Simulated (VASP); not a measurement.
# H (Im-3m) in VASP: single point with PBE

Aim: the single point of H with PBE.

All numbers are computed with VASP 6.6.1; they aren't measurements. Logs are shortened: lines on timing, memory, paths and dates and some standing lists are left out, and cuts for length are marked.

**1. The cell of the first run**

Symmetry: Im-3m, No. 229, cubic system. Conventional cell: a = 1.824 Å, b = 1.824 Å, c = 1.824 Å, α = 90.00°, β = 90.00°, γ = 90.00°. H (site symmetry m-3m) has 14 H at 1.58 to 1.82 Å within 2.1 Å.

**2. Single point, PBE**

Input file INCAR:

```
SYSTEM = H
PREC     = Accurate       ! precision mode
ENCUT    = 520            ! plane-wave cutoff, eV
EDIFF    = 1E-6           ! SCF threshold, eV
ISMEAR   = -1             ! smearing method
SIGMA    = 0.13605693000000002 ! smearing width, eV
LREAL    = .False.        ! projectors in reciprocal space
LASPH    = .True.         ! aspherical terms in the spheres
NELM     = 80             ! most SCF steps
ALGO     = Normal         ! electronic algorithm
ISIF     = 2              ! what is computed and relaxed
LWAVE    = .False.        ! write WAVECAR
LCHARG   = .False.        ! write CHGCAR
GGA      = PE             ! functional
NBANDS   = 6              ! bands
```

Input file KPOINTS:

```
Automatic mesh
0
Gamma
  18 18 18
  0 0 0
```

Input file POSCAR:

```
H
1.0
   -0.9118795432      0.9118795432      0.9118795432
    0.9118795432     -0.9118795432      0.9118795432
    0.9118795432      0.9118795432     -0.9118795432
H
1
Direct
    0.0000000000      0.0000000000      0.0000000000
```

Potentials or basis: VASP PAW PBE potentials, release 64 (H).

On the command line:

```bash
$ cat potpaw_PBE.64/H/POTCAR > POTCAR
$ mpirun -np 1 vasp_std > vasp.out
```

OUTCAR:

```text
SYSTEM = H
   PREC = Accurate
   ENCUT = 520
   EDIFF = 1E-6
   ISMEAR = -1
   LREAL = .False.
   LASPH = .True.
   NELM = 80
   ISIF = 2
   GGA = PE

 ion  position               nearest neighbor table
   1  0.000  0.000  0.000-

  LATTYP: Found a body centered cubic cell.
 ALAT       =     1.8237590864

  Lattice vectors:

 A1 = (  -0.9118795432,   0.9118795432,   0.9118795432)
 A2 = (   0.9118795432,  -0.9118795432,   0.9118795432)
 A3 = (   0.9118795432,   0.9118795432,  -0.9118795432)

Analysis of symmetry for initial positions (statically):
=====================================================================
 Subroutine PRICEL returns:
 Original cell was already a primitive cell.

 Routine SETGRP: Setting up the symmetry group for a
 body centered cubic supercell.

 Subroutine GETGRP returns: Found 48 space group operations
 (whereof 48 operations were pure point group operations)
 out of a pool of 48 trial point group operations.

The static configuration has the point symmetry O_h .

Analysis of symmetry for dynamics (positions and initial velocities):
=====================================================================
 Subroutine PRICEL returns:
 Original cell was already a primitive cell.

 Routine SETGRP: Setting up the symmetry group for a
 body centered cubic supercell.

 Subroutine GETGRP returns: Found 48 space group operations
 (whereof 48 operations were pure point group operations)
 out of a pool of 48 trial point group operations.

The dynamic configuration has the point symmetry O_h .

 Subroutine INISYM returns: Found 48 space group operations
 (whereof 48 operations are pure point group operations),
 and found     1 'primitive' translations

----------------------------------------------------------------------------------------

                                     Primitive cell

  volume of cell :       3.0330

  direct lattice vectors                    reciprocal lattice vectors
    -0.911879543  0.911879543  0.911879543     0.000000000  0.548318036  0.548318036
     0.911879543 -0.911879543  0.911879543     0.548318036  0.000000000  0.548318036
     0.911879543  0.911879543 -0.911879543     0.548318036  0.548318036  0.000000000

  length of vectors
     1.579421699  1.579421699  1.579421699     0.775438803  0.775438803  0.775438803

  position of ions in fractional coordinates (direct lattice)
     0.000000000  0.000000000  0.000000000

  ion indices of the primitive-cell ions
   primitive index   ion index
                 1           1

----------------------------------------------------------------------------------------

 KPOINTS: Automatic mesh

Automatic generation of k-mesh.
 Grid dimensions read from file:
 generate k-points for:   18   18   18

 Generating k-lattice:

  Cartesian coordinates                     Fractional coordinates (reciprocal lattice)
     0.000000000  0.030462113  0.030462113     0.055555556  0.000000000  0.000000000
     0.030462113  0.000000000  0.030462113     0.000000000  0.055555556  0.000000000
     0.030462113  0.030462113  0.000000000     0.000000000  0.000000000  0.055555556

  Length of vectors
     0.043079933  0.043079933  0.043079933

  Shift w.r.t. Gamma in fractional coordinates (k-lattice)
     0.000000000  0.000000000  0.000000000

 Subroutine IBZKPT returns following result:
 ===========================================

 Found    195 irreducible k-points:

 Following reciprocal coordinates:
            Coordinates               Weight
  0.000000  0.000000  0.000000      1.000000
  0.055556  0.000000  0.000000     12.000000
  0.111111  0.000000  0.000000     12.000000
  0.166667  0.000000  0.000000     12.000000
  0.222222  0.000000  0.000000     12.000000
  0.277778  0.000000  0.000000     12.000000
[... 16 lines left out ...]
  0.333333  0.111111  0.000000     48.000000
  0.388889  0.111111 -0.000000     48.000000
 [... further k-points ...]
   k-points           NKPTS =    195   k-points in BZ     NKDIM =    195   number of bands    NBANDS=      6
   number of dos      NEDOS =    301   number of ions     NIONS =      1
   total plane-waves  NPLWV =   1728
   dimension x,y,z NGX =    12 NGY =   12 NGZ =   12
   dimension x,y,z NGXF=    24 NGYF=   24 NGZF=   24
   ions per type =               1
   NGX,Y,Z   is equivalent  to a cutoff of  12.63, 12.63, 12.63 a.u.
   NGXF,Y,Z  is equivalent  to a cutoff of  25.26, 25.26, 25.26 a.u.
 SYSTEM =  H
   PREC   = accura    normal or accurate (medium, high low for compatibility)
   ISTART =      0    job   : 0-new  1-cont  2-samecut
   ICHARG =      2    charge: 1-file 2-atom 10-const
   ISPIN  =      1    spin polarized calculation?
   LNONCOLLINEAR =      F non collinear calculations
   LSORBIT =      F    spin-orbit coupling
   LASPH  =      T    aspherical Exc in radial PAW
   ENCUT  =  520.0 eV  38.22 Ry    6.18 a.u.   2.94  2.94  2.94*2*pi/ulx,y,z
   NELM   =     80;   NELMIN=  2; NELMDL= -5     # of ELM steps
   EDIFF  = 0.1E-05   stopping-criterion for ELM
   LREAL  =      F    real-space projection
   EDIFFG = 0.1E-04   stopping-criterion for IOM
   NSW    =      0    number of steps for IOM
   IBRION =     -1    ionic relax: 0-MD 1-quasi-New 2-CG
   NFREE  =      0    steps in history (QN), initial steepest desc. (CG)
   ISIF   =      2    stress and relaxation
   ISYM   =      2    0-nonsym 1-usesym 2-fastsym
   POTIM  = 0.5000    time-step for ionic-motion
   TEBEG  =    0.0;   TEEND  =   0.0 temperature during run
   PSTRESS=    0.0 pullay stress
   NELECT =       1.0000    total number of electrons
   NUPDOWN=      -1.0000    fix difference up-down
   EMIN   =  10.00;   EMAX   =-10.00  energy-range for DOS
   EFERMI =   0.00;   METHOD = LEGACY
   ISMEAR =    -1;   SIGMA  =   0.14  broadening in eV -4-tet -1-fermi 0-gaus
   EFERMI_NEDOS =   21; number of points for ismear=-14 and -15
   IALGO  =     38    algorithm
   IMIX   =      4    mixing-type and parameters
     AMIX     =   0.40;   BMIX     =  1.00
     AMIX_MAG =   1.60;   BMIX_MAG =  1.00
  volume/ion in A,a.u.               =       3.03        20.47
  Fermi-wavevector in a.u.,A,eV,Ry     =   1.130969  2.137221 17.403087  1.279091
  Thomas-Fermi vector in A             =   2.267667
   LORBIT       =      0    0 simple, 1 ext, 2 COOP (PROOUT), +10 PAW based schemes
   GGA     = PE    functional components
   LHFCALC =     F    Hartree Fock is set to
   AEXX    =    0.0000 exact exchange contribution
   IVDW    =     0    specifies the selected vdW correction
   LEPSILON=     F    determine dielectric tensor
   LRPA    =     F    only Hartree local field effects (RPA)
 non-spin polarized calculation
  energy-cutoff  :      520.00
  volume of cell :        3.03
 maximum number of plane-waves:        92
   NGX =  5   NGY =  5   NGZ =  5

 number of electron       0.9999999 magnetization

 Free energy of the ion-electron system (eV)
  ---------------------------------------------------
  ext. energy  EPLUGINS =         0.00000000
  ---------------------------------------------------
  free energy    TOTEN  =        -2.14134828 eV

  energy without entropy =       -2.13520539  energy(sigma->0) =       -2.13827684

 E-fermi :   2.7859     XC(G=0): -11.0352

 val. band max:        2.6903219831   @ k =  -0.3333   0.3333   0.2778
 cond. band min:       2.9012598856   @ k =   0.3333   0.1667   0.0000
 fundamental gap:      0.2109379025
 Fermi energy:         2.7859454429

 k-point     1 :       0.0000    0.0000    0.0000
  band No.  band energies     occupation
      1     -13.4320      2.00000
      2      58.1103      0.00000
      3      75.6425      0.00000
      4      75.6425      0.00000
      5      75.6425      0.00000
      6      80.5942      0.00000

 k-point     2 :       0.0556    0.0000    0.0000
  band No.  band energies     occupation
      1     -13.1612      2.00000
      2      56.5320      0.00000
      3      71.8437      0.00000
      4      72.7793      0.00000
      5      74.0921      0.00000
      6      76.7821      0.00000

 k-point     3 :       0.1111    0.0000    0.0000
  band No.  band energies     occupation
      1     -12.3498      2.00000
      2      52.2957      0.00000
      3      65.5989      0.00000
      4      68.8499      0.00000
      5      70.8283      0.00000
      6      72.6476      0.00000

 k-point     4 :       0.1667    0.0000    0.0000
  band No.  band energies     occupation
      1     -11.0006      2.00000
      2      46.3500      0.00000
      3      60.7073      0.00000
      4      65.3047      0.00000
      5      67.5105      0.00000
      6      69.0362      0.00000

 k-point     5 :       0.2222    0.0000    0.0000
  band No.  band energies     occupation
      1      -9.1196      2.00000
      2      39.6837      0.00000
      3      57.0718      0.00000
      4      62.2713      0.00000
      5      64.5813      0.00000
      6      65.9742      0.00000
[... 136 lines left out ...]
 k-point    21 :       0.2222    0.1111    0.0000
  band No.  band energies     occupation
      1      -5.9225      2.00000
      2      33.2666      0.00000
      3      45.6691      0.00000
      4      56.3910      0.00000
      5      64.6281      0.00000
      6      76.0386      0.00000

 k-point    22 :       0.2778    0.1111    0.0000
  band No.  band energies     occupation
      1      -3.0426      2.00000
      2      27.1558      0.00000
      3      43.2959      0.00000
      4      54.4316      0.00000
      5      62.9048      0.00000
      6      74.5423      0.00000

 k-point    23 :       0.3333    0.1111    0.0000
  band No.  band energies     occupation
      1       0.2451      2.00000
      2      21.4281      0.00000
      3      41.7067      0.00000
      4      53.0347      0.00000
      5      61.6206      0.00000
      6      73.2126      0.00000

 k-point    24 :       0.3889    0.1111   -0.0000
  band No.  band energies     occupation
      1       3.6466      0.00357
      2      16.5257      0.00000
      3      40.7835      0.00000
      4      52.1977      0.00000
      5      60.8363      0.00000
      6      72.4034      0.00000

 [... further k-points ...]

------------------------ aborting loop because EDIFF is reached ----------------------------------------

  FORCE on cell =-STRESS in cart. coord.  units (eV):
  Direction    XX          YY          ZZ          XY          YZ          ZX
  --------------------------------------------------------------------------------------
  -------------------------------------------------------------------------------------
  Total       -0.0505590     -0.0505590     -0.0505590      0.0000000     -0.0000000      0.0000000
  in kB      -26.7077305    -26.7077305    -26.7077305      0.0000000     -0.0000000      0.0000000
  external PRESSURE =     -26.7077305 kB  Pullay stress =       0.0000000 kB

 VOLUME and BASIS-vectors are now :
 -----------------------------------------------------------------------------
  energy-cutoff  :      520.00
  volume of cell :        3.03
      direct lattice vectors                 reciprocal lattice vectors
    -0.911879543  0.911879543  0.911879543     0.000000000  0.548318036  0.548318036
     0.911879543 -0.911879543  0.911879543     0.548318036  0.000000000  0.548318036
     0.911879543  0.911879543 -0.911879543     0.548318036  0.548318036  0.000000000

 POSITION                                       TOTAL-FORCE (eV/Angst)
 -----------------------------------------------------------------------------------
      0.00000      0.00000      0.00000        -0.000000      0.000000     -0.000000
 -----------------------------------------------------------------------------------
    total drift:                               -0.000000     -0.000000      0.000000

  FREE ENERGIE OF THE ION-ELECTRON SYSTEM (eV)
  ---------------------------------------------------
  free  energy   TOTEN  =        -2.1413482842 eV

  energy  without entropy=       -2.1352053947  energy(sigma->0) =       -2.13827684
```

It took 1.8 s on 1 thread of Intel Xeon Platinum 8259CL at 2.50GHz (Skylake/Cascade Lake), shared host; peak memory 0.1 GiB.

Results:

```
Free energy : -2.1413 eV
Pressure    : -2.7 GPa
```

Levels at points of the mesh, in eV from the Fermi level:
```csv
k point,band 1,band 2
"(0.00, 0.00, 0.00)",-16.22,55.32
"(0.50, 0.00, 0.00)",2.14,10.42
"(0.50, 0.50, 0.50)",15.02,31.68
```
